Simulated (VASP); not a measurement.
Input of a VASP 6.6.1 run:

File INCAR:

```
  PREC = Accurate
  ENCUT = 520
  EDIFF = 1E-7
  ISMEAR = 0
  SIGMA = 0.1
  LREAL = False
  LASPH = True
  NELM = 100
  ALGO = Normal
  ISIF = 2
  LWAVE = False
  LCHARG = True
  GGA = PE
  LELF = True
  LVHAR = True
  NBANDS = 14
```

KPOINTS

```
Automatic mesh
0
Gamma
  18 18 12
```

File POSCAR:

```
Be2CN
1.0
    3.0423412256      0.0000000000      0.0000000000
   -1.5211706128      2.6347447884      0.0000000000
    0.0000000000      0.0000000000      3.9114720939
Be C N
2 1 1
Direct
    0.0000000000      0.0000000000      0.5000000000
    0.3333333333      0.6666666667      0.0000000000
    0.0000000000      0.0000000000      0.0000000000
    0.3333333333      0.6666666667      0.5000000000
```

Potentials or basis: VASP PAW PBE potentials, release 64 (Be, C, N).

Launch:

```console
$ cat potpaw_PBE.64/Be/POTCAR potpaw_PBE.64/C/POTCAR potpaw_PBE.64/N/POTCAR > POTCAR
$ mpirun -np 1 vasp_std > vasp.out
```

(1) What does it give for the pressure?

Results:

(1) 0.2 GPa.
